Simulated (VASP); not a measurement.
Set up this calculation in VASP 6.6.1, as the native input.

| Item | Value |
| --- | --- |
| Task | single point |
| Functional | PBE |
| Dispersion | D3(BJ) |
| Potentials or basis | VASP PAW PBE potentials, release 64 (S, Pt) |
| Cutoff | 520 eV |
| k mesh | 9 × 9 × 1 |
| Occupations | gaussian, width 0.05 eV |
| Spin | no spin polarisation |
| Dipole correction | yes |
| Further INCAR settings | ALGO = Normal; EDIFF = 1e-06; NBANDS = 31 |

The structure of PtS2 lies in POSCAR:

```
PtS2
1.0
    3.5415278079      0.0000000000      0.0000000000
   -1.7707639039      3.0670530498      0.0000000000
    0.0000000000      0.0000000000     22.4670615492
S Pt
4 2
Direct
    0.6666666667      0.3333333333      0.2002932155
    0.3333333333      0.6666666667      0.3108341854
    0.8333333333      0.6666666667      0.4648374133
    0.5000000000      1.0000000000      0.5753783832
    0.0000000000      0.0000000000      0.2555637004
    0.1666666667      0.3333333333      0.5201078982
```

This cell differs from its parent crystal: layers slid over each other.

These files were run (other wordings do the same):

INCAR

```
ALGO = Normal
DIPOL = 0.5 0.5 0.388
EDIFF = 1E-6
ENCUT = 520
GGA = PE
IDIPOL = 3
ISIF = 2
ISMEAR = 0
IVDW = 12
LASPH = True
LCHARG = True
LDIPOL = True
LELF = True
LREAL = False
LVACPOTAV = True
LVHAR = True
LWAVE = False
NBANDS = 31
NELM = 80
PREC = Accurate
SIGMA = 0.05
```

KPOINTS

```
k-points
0
Gamma
  9 9 1
```

Potentials or basis: VASP PAW PBE potentials, release 64 (S, Pt).

The run is started by

```sh
$ cat potpaw_PBE.64/S/POTCAR potpaw_PBE.64/Pt/POTCAR > POTCAR
$ mpirun -np 1 vasp_std > vasp.out
```

It gave:

The largest force is 0.074 eV/Å, the band gap on the k mesh is 1.46 eV (least direct gap 1.56 eV) and the dispersion energy per atom is -0.315 eV.

Caveat: the cell differs from its parent crystal (layers slid over each other); spin-orbit coupling is left out, which moves the levels of the heavy elements.

Run time: 14 min on 1 thread of Intel Xeon 8259CL, with other jobs on the host, peak memory 0.42 GiB.
